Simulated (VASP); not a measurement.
Runs of VASP 6.6.1 on P. The structure is that of space group Cmce (No. 64), or close to it. The cells are those of the table. 

| cell | gap on the mesh (eV) | pressure (GPa) | largest force (eV/Å) |
| --- | --- | --- | --- |
| a = 5.347, b = 5.347, c = 4.259 Å, angles 90.0, 90.0, 144.9°, 4 atoms | 0.07 | 10.0 | 0.82 |
| a = 5.710, b = 5.710, c = 4.548 Å, angles 90.0, 90.0, 144.9°, 4 atoms | 0.06 | (a) | (d) |
| a = 5.424, b = 5.424, c = 4.320 Å, angles 90.0, 90.0, 144.9°, 4 atoms | 0.11 | 5.5 | 0.40 |
| a = 5.269, b = 5.269, c = 4.197 Å, angles 90.0, 90.0, 144.9°, 4 atoms | - | (c) | 1.33 |
| a = 5.570, b = 5.570, c = 4.437 Å, angles 90.0, 90.0, 144.9°, 4 atoms | 0.15 | -1.3 | 0.27 |
| a = 5.498, b = 5.498, c = 4.379 Å, angles 90.0, 90.0, 144.9°, 4 atoms | 0.13 | 1.8 | 0.05 |
| a = 5.641, b = 5.641, c = 4.493 Å, angles 90.0, 90.0, 144.9°, 4 atoms | 0.05 | (b) | 0.54 |

Alike in all rows: task single point; level PBE; potentials or basis VASP PAW PBE potentials, release 64 (P); no spin polarisation; k mesh 6 × 6 × 5; cutoff (eV) 520; smearing gaussian 0.05 eV.

Question: Estimate the missing entries.

Answer: (a) -5.7; (b) -3.7; (c) 15.6; (d) 0.78.

Caveats: forces of over 1 eV/Å act on the atoms, so gaps and moduli don't describe the material at rest (some runs).

A k mesh can miss the band edges.
